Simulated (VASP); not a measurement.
# TePt (R-3m) in VASP: a series of runs

The runs below take TePt through single point, with PBEsol.

Program: VASP 6.6.1. These are calculated values, not measurements. Logs are shortened: lines on timing, memory, paths and dates and some standing lists are left out, and cuts for length are marked.

## 1. The cell of the first run

It takes space group R-3m (No. 166, trigonal). Conventional cell: a = 3.963 Å, b = 3.963 Å, c = 19.983 Å, α = 90.00°, β = 90.00°, γ = 120.00°. Pt (site symmetry 3m) has 3 Te at 2.59 Å and 3 Pt at 2.72 Å within 3.4 Å. Te (site symmetry 3m) has 3 Pt at 2.59 Å within 3.4 Å.

## 2. Single point, PBEsol

The input, INCAR:

```
PREC = Accurate
ENCUT = 520
EDIFF = 1E-6
ISMEAR = -1
SIGMA = 0.05
LREAL = F
LASPH = T
NELM = 60
ALGO = Normal
ISIF = 2
LWAVE = F
LCHARG = F
GGA = PS
NBANDS = 24
```

The input, KPOINTS:

```
Automatic mesh
0
Gamma
  8 8 8
```

The input, POSCAR:

```
TePt
1.0
    1.9815661262      1.1440577364      6.6610334788
   -1.9815661262      1.1440577364      6.6610334788
    0.0000000000     -2.2881154728      6.6610334788
Pt Te
2 2
Direct
    0.1296666667      0.1296666667      0.1296666667
    0.8703333333      0.8703333333      0.8703333333
    0.4020000000      0.4020000000      0.4020000000
    0.5980000000      0.5980000000      0.5980000000
```

Potentials or basis: VASP PAW PBE potentials, release 64 (Pt, Te).

Command:

```bash
$ cat potpaw_PBE.64/Pt/POTCAR potpaw_PBE.64/Te/POTCAR > POTCAR
$ mpirun -np 1 vasp_std > vasp.out
```

OUTCAR:

```text
PREC = Accurate
   ENCUT = 520
   EDIFF = 1E-6
   ISMEAR = -1
   LREAL = F
   LASPH = T
   NELM = 60
   ISIF = 2
   GGA = PS

 ion  position               nearest neighbor table
   1  0.130  0.130  0.130-   3 2.59   3 2.59   3 2.59   2 2.72   2 2.72   2 2.72   4 3.54   4 3.54
                             4 3.54
   2  0.870  0.870  0.870-   4 2.59   4 2.59   4 2.59   1 2.72   1 2.72   1 2.72   3 3.54   3 3.54
                             3 3.54
   3  0.402  0.402  0.402-   1 2.59   1 2.59   1 2.59   2 3.54   2 3.54   2 3.54   4 3.57   4 3.57
                             4 3.57
   4  0.598  0.598  0.598-   2 2.59   2 2.59   2 2.59   1 3.54   1 3.54   1 3.54   3 3.57   3 3.57
                             3 3.57

  LATTYP: Found a trigonal (rhomboedric) cell.
 ALAT       =     7.0430703122
 COS(alpha) =     0.8416846276

  Lattice vectors:

 A1 = (   1.9815661262,   1.1440577364,   6.6610334788)
 A2 = (  -1.9815661262,   1.1440577364,   6.6610334788)
 A3 = (   0.0000000000,  -2.2881154728,   6.6610334788)

Analysis of symmetry for initial positions (statically):
=====================================================================
 Subroutine PRICEL returns:
 Original cell was already a primitive cell.

 Routine SETGRP: Setting up the symmetry group for a
 trigonal (rhombohedral) supercell.

 Subroutine GETGRP returns: Found 12 space group operations
 (whereof 12 operations were pure point group operations)
 out of a pool of 12 trial point group operations.

The static configuration has the point symmetry D_3d.

Analysis of symmetry for dynamics (positions and initial velocities):
=====================================================================
 Subroutine PRICEL returns:
 Original cell was already a primitive cell.

 Routine SETGRP: Setting up the symmetry group for a
 trigonal (rhombohedral) supercell.

 Subroutine GETGRP returns: Found 12 space group operations
 (whereof 12 operations were pure point group operations)
 out of a pool of 12 trial point group operations.

The dynamic configuration has the point symmetry D_3d.

 Subroutine INISYM returns: Found 12 space group operations
 (whereof 12 operations are pure point group operations),
 and found     1 'primitive' translations

----------------------------------------------------------------------------------------

                                     Primitive cell

  volume of cell :      90.6044

  direct lattice vectors                    reciprocal lattice vectors
     1.981566126  1.144057736  6.661033479     0.252325670  0.145680293  0.050042285
    -1.981566126  1.144057736  6.661033479    -0.252325670  0.145680293  0.050042285
     0.000000000 -2.288115473  6.661033479     0.000000000 -0.291360587  0.050042285

  length of vectors
     7.043070312  7.043070312  7.043070312     0.295626829  0.295626829  0.295626829

  position of ions in fractional coordinates (direct lattice)
     0.129666667  0.129666667  0.129666667
     0.870333333  0.870333333  0.870333333
     0.402000000  0.402000000  0.402000000
     0.598000000  0.598000000  0.598000000

  ion indices of the primitive-cell ions
   primitive index   ion index
                 1           1
                 2           2
                 3           3
                 4           4

----------------------------------------------------------------------------------------

 KPOINTS: Automatic mesh

Automatic generation of k-mesh.
 Grid dimensions read from file:
 generate k-points for:    8    8    8

 Generating k-lattice:

  Cartesian coordinates                     Fractional coordinates (reciprocal lattice)
     0.031540709  0.018210037  0.006255286     0.125000000 -0.000000000  0.000000000
    -0.031540709  0.018210037  0.006255286    -0.000000000  0.125000000  0.000000000
     0.000000000 -0.036420073  0.006255286     0.000000000  0.000000000  0.125000000

  Length of vectors
     0.036953354  0.036953354  0.036953354

  Shift w.r.t. Gamma in fractional coordinates (k-lattice)
     0.000000000  0.000000000  0.000000000

 Subroutine IBZKPT returns following result:
 ===========================================

 Found     65 irreducible k-points:

 Following reciprocal coordinates:
            Coordinates               Weight
  0.000000  0.000000  0.000000      1.000000
  0.125000 -0.000000  0.000000      6.000000
  0.250000 -0.000000  0.000000      6.000000
  0.375000  0.000000  0.000000      6.000000
  0.500000 -0.000000  0.000000      3.000000
  0.125000  0.125000  0.000000      6.000000
[... 16 lines left out ...]
  0.250000  0.125000  0.125000      6.000000
  0.375000  0.125000  0.125000      6.000000
 [... further k-points ...]
   k-points           NKPTS =     65   k-points in BZ     NKDIM =     65   number of bands    NBANDS=     24
   number of dos      NEDOS =    301   number of ions     NIONS =      4
   total plane-waves  NPLWV = 157464
   dimension x,y,z NGX =    54 NGY =   54 NGZ =   54
   dimension x,y,z NGXF=   108 NGYF=  108 NGZF=  108
   ions per type =               2   2
   NGX,Y,Z   is equivalent  to a cutoff of  12.75, 12.75, 12.75 a.u.
   NGXF,Y,Z  is equivalent  to a cutoff of  25.49, 25.49, 25.49 a.u.
 SYSTEM =  unknown system
   PREC   = accura    normal or accurate (medium, high low for compatibility)
   ISTART =      0    job   : 0-new  1-cont  2-samecut
   ICHARG =      2    charge: 1-file 2-atom 10-const
   ISPIN  =      1    spin polarized calculation?
   LNONCOLLINEAR =      F non collinear calculations
   LSORBIT =      F    spin-orbit coupling
   LASPH  =      T    aspherical Exc in radial PAW
   ENCUT  =  520.0 eV  38.22 Ry    6.18 a.u.  13.10 13.10 13.10*2*pi/ulx,y,z
   NELM   =     60;   NELMIN=  2; NELMDL= -5     # of ELM steps
   EDIFF  = 0.1E-05   stopping-criterion for ELM
   LREAL  =      F    real-space projection
   EDIFFG = 0.1E-04   stopping-criterion for IOM
   NSW    =      0    number of steps for IOM
   IBRION =     -1    ionic relax: 0-MD 1-quasi-New 2-CG
   NFREE  =      0    steps in history (QN), initial steepest desc. (CG)
   ISIF   =      2    stress and relaxation
   ISYM   =      2    0-nonsym 1-usesym 2-fastsym
   POTIM  = 0.5000    time-step for ionic-motion
   TEBEG  =    0.0;   TEEND  =   0.0 temperature during run
   PSTRESS=    0.0 pullay stress
   NELECT =      32.0000    total number of electrons
   NUPDOWN=      -1.0000    fix difference up-down
   EMIN   =  10.00;   EMAX   =-10.00  energy-range for DOS
   EFERMI =   0.00;   METHOD = LEGACY
   ISMEAR =    -1;   SIGMA  =   0.05  broadening in eV -4-tet -1-fermi 0-gaus
   EFERMI_NEDOS =   21; number of points for ismear=-14 and -15
   IALGO  =     38    algorithm
   IMIX   =      4    mixing-type and parameters
     AMIX     =   0.40;   BMIX     =  1.00
     AMIX_MAG =   1.60;   BMIX_MAG =  1.00
  volume/ion in A,a.u.               =      22.65       152.86
  Fermi-wavevector in a.u.,A,eV,Ry     =   1.157200  2.186791 18.219718  1.339111
  Thomas-Fermi vector in A             =   2.293813
   LORBIT       =      0    0 simple, 1 ext, 2 COOP (PROOUT), +10 PAW based schemes
   GGA     = PS    functional components
   LHFCALC =     F    Hartree Fock is set to
   AEXX    =    0.0000 exact exchange contribution
   IVDW    =     0    specifies the selected vdW correction
   LEPSILON=     F    determine dielectric tensor
   LRPA    =     F    only Hartree local field effects (RPA)
 non-spin polarized calculation
  energy-cutoff  :      520.00
  volume of cell :       90.60
 maximum number of plane-waves:      2472
 NGX is ok and might be reduce to    54
   NGX = 27   NGY = 27   NGZ = 27

 number of electron      32.0000000 magnetization

 Free energy of the ion-electron system (eV)
  ---------------------------------------------------
  ext. energy  EPLUGINS =         0.00000000
  ---------------------------------------------------
  free energy    TOTEN  =       -22.36050391 eV

  energy without entropy =      -22.34342356  energy(sigma->0) =      -22.35196374

 E-fermi :   8.2943     XC(G=0): -11.0412

 val. band max:        8.2901498856   @ k =   0.3750   0.1250   0.0000
 cond. band min:       8.3178795664   @ k =   0.3750   0.1250   0.1250
 fundamental gap:      0.0277296808
 Fermi energy:         8.2943441190

 k-point     1 :       0.0000    0.0000    0.0000
  band No.  band energies     occupation
      1      -5.0695      2.00000
      2      -3.5188      2.00000
      3       1.4588      2.00000
      4       2.7714      2.00000
      5       2.7714      2.00000
      6       3.4509      2.00000
[... 16 lines left out ...]
     23      14.5977      0.00000
     24      16.1497      0.00000

 k-point     2 :       0.1250   -0.0000    0.0000
  band No.  band energies     occupation
      1      -4.9089      2.00000
      2      -3.4621      2.00000
      3       1.6218      2.00000
      4       2.8068      2.00000
      5       2.8460      2.00000
      6       3.2338      2.00000
[... 16 lines left out ...]
     23      15.0209      0.00000
     24      15.3553      0.00000

 k-point     3 :       0.2500   -0.0000    0.0000
  band No.  band energies     occupation
      1      -4.4781      2.00000
      2      -3.3042      2.00000
      3       1.9057      2.00000
      4       2.4116      2.00000
      5       2.9442      2.00000
      6       3.4072      2.00000
[... 16 lines left out ...]
     23      15.8460      0.00000
     24      16.2204      0.00000
[... 514 lines left out ...]
 k-point    23 :       0.2500    0.1250    0.1250
  band No.  band energies     occupation
      1      -4.8430      2.00000
      2      -3.5890      2.00000
      3       1.8145      2.00000
      4       2.7912      2.00000
      5       2.8585      2.00000
      6       3.2192      2.00000
[... 16 lines left out ...]
     23      14.6792      0.00000
     24      15.3942      0.00000

 k-point    24 :       0.3750    0.1250    0.1250
  band No.  band energies     occupation
      1      -4.4072      2.00000
      2      -3.4194      2.00000
      3       1.9641      2.00000
      4       2.3892      2.00000
      5       2.9121      2.00000
      6       3.5585      2.00000
[... 16 lines left out ...]
     23      15.4897      0.00000
     24      16.1005      0.00000

 [... further k-points ...]

------------------------ aborting loop because EDIFF is reached ----------------------------------------

  FORCE on cell =-STRESS in cart. coord.  units (eV):
  Direction    XX          YY          ZZ          XY          YZ          ZX
  --------------------------------------------------------------------------------------
  -------------------------------------------------------------------------------------
  Total       -0.2143901     -0.2143901     -0.3963571      0.0000000      0.0000000      0.0000000
  in kB       -3.7911068     -3.7911068     -7.0088682      0.0000000      0.0000000      0.0000000
  external PRESSURE =      -4.8636939 kB  Pullay stress =       0.0000000 kB

 VOLUME and BASIS-vectors are now :
 -----------------------------------------------------------------------------
  energy-cutoff  :      520.00
  volume of cell :       90.60
      direct lattice vectors                 reciprocal lattice vectors
     1.981566126  1.144057736  6.661033479     0.252325670  0.145680293  0.050042285
    -1.981566126  1.144057736  6.661033479    -0.252325670  0.145680293  0.050042285
     0.000000000 -2.288115473  6.661033479     0.000000000 -0.291360587  0.050042285

 POSITION                                       TOTAL-FORCE (eV/Angst)
 -----------------------------------------------------------------------------------
      0.00000      0.00000      2.59114         0.000000     -0.000000      0.192270
      0.00000      0.00000     17.39196         0.000000      0.000000     -0.192270
      0.00000      0.00000      8.03321         0.000000     -0.000000     -0.078209
      0.00000      0.00000     11.94989         0.000000     -0.000000      0.078209
 -----------------------------------------------------------------------------------
    total drift:                                0.000000     -0.000000      0.000000

  FREE ENERGIE OF THE ION-ELECTRON SYSTEM (eV)
  ---------------------------------------------------
  free  energy   TOTEN  =       -22.3605039150 eV

  energy  without entropy=      -22.3434235564  energy(sigma->0) =      -22.35196374
```

Wall time 4.7 min (1 thread of Intel Xeon 6975P-C (Granite Rapids), shared host); peak memory 0.45 GiB.

Results:

```yaml
Free_energy: -22.3605 eV
Pressure: -0.5 GPa
Largest_force: 0.192 eV/Å
Band_gap_on_the_k_mesh: zero (band 16 reaches 9.66 eV, above the bottom of band 17 at 7.08 eV)
```

Forces on the atoms (eV/Å):
```
Pt   0.000  0.000  0.192
Pt   0.000  0.000 -0.192
Te   0.000  0.000 -0.078
Te   0.000  0.000  0.078
```

Stress tensor (GPa, compression positive):
```
-0.38  0.00  0.00
 0.00 -0.38  0.00
 0.00  0.00 -0.70
```

Caveat: the PAW data sets were made with another functional, which shifts forces and pressure a little; spin-orbit coupling is left out, which moves the levels of the heavy elements.

## 3. Single point, PBEsol

The input, INCAR:

```
SYSTEM = TePt
  PREC = Accurate
  ENCUT = 520
  EDIFF = 1E-6
  ISMEAR = -1
  SIGMA = 0.05
  LREAL = .False.
  LASPH = .True.
  NELM = 60
  ALGO = Normal
  ISIF = 2
  LWAVE = .False.
  LCHARG = .False.
  GGA = PS
  NBANDS = 24
```

The input, KPOINTS:

```
Automatic mesh
0
Gamma
  8 8 8
  0 0 0
```

POSCAR is that of step 2.

Potentials or basis: VASP PAW PBE potentials, release 64 (Pt, Te).

Command:

```bash
$ cat potpaw_PBE.64/Pt/POTCAR potpaw_PBE.64/Te/POTCAR > POTCAR
$ mpirun -np 1 vasp_std > vasp.out
```

OUTCAR:

```text
SYSTEM = TePt
   PREC = Accurate
   ENCUT = 520
   EDIFF = 1E-6
   ISMEAR = -1
   LREAL = .False.
   LASPH = .True.
   NELM = 60
   ISIF = 2
   GGA = PS

 ion  position               nearest neighbor table
   1  0.130  0.130  0.130-   3 2.59   3 2.59   3 2.59   2 2.72   2 2.72   2 2.72   4 3.54   4 3.54
                             4 3.54
   2  0.870  0.870  0.870-   4 2.59   4 2.59   4 2.59   1 2.72   1 2.72   1 2.72   3 3.54   3 3.54
                             3 3.54
   3  0.402  0.402  0.402-   1 2.59   1 2.59   1 2.59   2 3.54   2 3.54   2 3.54   4 3.57   4 3.57
[... 853 lines left out ...]
  --------------------------------------------------------------------------------------
  -------------------------------------------------------------------------------------
  Total       -0.2143901     -0.2143901     -0.3963571      0.0000000      0.0000000      0.0000000
  in kB       -3.7911068     -3.7911068     -7.0088682      0.0000000      0.0000000      0.0000000
  external PRESSURE =      -4.8636939 kB  Pullay stress =       0.0000000 kB

 VOLUME and BASIS-vectors are now :
 -----------------------------------------------------------------------------
  energy-cutoff  :      520.00
  volume of cell :       90.60
      direct lattice vectors                 reciprocal lattice vectors
     1.981566126  1.144057736  6.661033479     0.252325670  0.145680293  0.050042285
    -1.981566126  1.144057736  6.661033479    -0.252325670  0.145680293  0.050042285
     0.000000000 -2.288115473  6.661033479     0.000000000 -0.291360587  0.050042285

 POSITION                                       TOTAL-FORCE (eV/Angst)
 -----------------------------------------------------------------------------------
      0.00000      0.00000      2.59114         0.000000     -0.000000      0.192270
      0.00000      0.00000     17.39196         0.000000      0.000000     -0.192270
      0.00000      0.00000      8.03321         0.000000     -0.000000     -0.078209
      0.00000      0.00000     11.94989         0.000000     -0.000000      0.078209
 -----------------------------------------------------------------------------------
    total drift:                                0.000000     -0.000000      0.000000

  FREE ENERGIE OF THE ION-ELECTRON SYSTEM (eV)
  ---------------------------------------------------
  free  energy   TOTEN  =       -22.3605039150 eV

  energy  without entropy=      -22.3434235564  energy(sigma->0) =      -22.35196374
```

OSZICAR:

```text
N       E                     dE             d eps       ncg     rms          rms(c)
DAV:   1     0.165520902376E+03    0.16552E+03   -0.14138E+04  3120   0.119E+03
DAV:   2    -0.158657043398E+02   -0.18139E+03   -0.16766E+03  3696   0.227E+02
DAV:   3    -0.230299641509E+02   -0.71643E+01   -0.70575E+01  3832   0.449E+01
DAV:   4    -0.231235292160E+02   -0.93565E-01   -0.93540E-01  3744   0.562E+00
DAV:   5    -0.231252998848E+02   -0.17707E-02   -0.17706E-02  3952   0.732E-01    0.164E+01
DAV:   6    -0.225261855863E+02    0.59911E+00   -0.18150E+00  3448   0.107E+01    0.928E+00
DAV:   7    -0.224057176356E+02    0.12047E+00   -0.30253E-01  3272   0.513E+00    0.320E+00
DAV:   8    -0.223615667147E+02    0.44151E-01   -0.11886E-01  3496   0.281E+00    0.105E+00
DAV:   9    -0.223610688348E+02    0.49788E-03   -0.11121E-02  3680   0.622E-01    0.385E-01
DAV:  10    -0.223605430943E+02    0.52574E-03   -0.26573E-03  3592   0.336E-01    0.118E-01
DAV:  11    -0.223605062906E+02    0.36804E-04   -0.14221E-04  3648   0.645E-02    0.575E-02
DAV:  12    -0.223605054906E+02    0.80002E-06   -0.11788E-05  3824   0.228E-02    0.427E-02
DAV:  13    -0.223605042271E+02    0.12634E-05   -0.38351E-06  3440   0.149E-02    0.117E-02
DAV:  14    -0.223605039150E+02    0.31217E-06   -0.90778E-07  1848   0.571E-03
   1 F= -.22360504E+02 E0= -.22351964E+02  d E =-.170804E-01
```

stdout:

```text
POSCAR found type information on POSCAR PtTe
 POSCAR found :  2 types and       4 ions
 scaLAPACK will be used
 -----------------------------------------------------------------------------
|                                                                             |
|                                                                             |
|     You enforced a specific xc type in the INCAR file but a different       |
|     I HOPE YOU KNOW WHAT YOU ARE DOING!                                     |
|                                                                             |
 -----------------------------------------------------------------------------

 LDA part: xc-table for (Slater+PW92), standard interpolation
 POSCAR, INCAR and KPOINTS ok, starting setup
 FFT: planning ... GRIDC
 FFT: planning ... GRID_SOFT
 FFT: planning ... GRID
 WAVECAR not read
 entering main loop
```

Wall time 5 min (1 thread of Intel Xeon 6975P-C (Granite Rapids), shared host); peak memory 0.44 GiB.

Results:

```yaml
Free_energy: -22.3605 eV
Pressure: -0.5 GPa
Largest_force: 0.192 eV/Å
Band_gap_on_the_k_mesh: zero (band 16 reaches 9.66 eV, above the bottom of band 17 at 7.08 eV)
```

Forces on the atoms (eV/Å):
```
Pt   0.000  0.000  0.192
Pt   0.000  0.000 -0.192
Te   0.000  0.000 -0.078
Te   0.000  0.000  0.078
```

Caveat: the PAW data sets were made with another functional, which shifts forces and pressure a little; spin-orbit coupling is left out, which moves the levels of the heavy elements.

(Continued in part 2 of 2.)
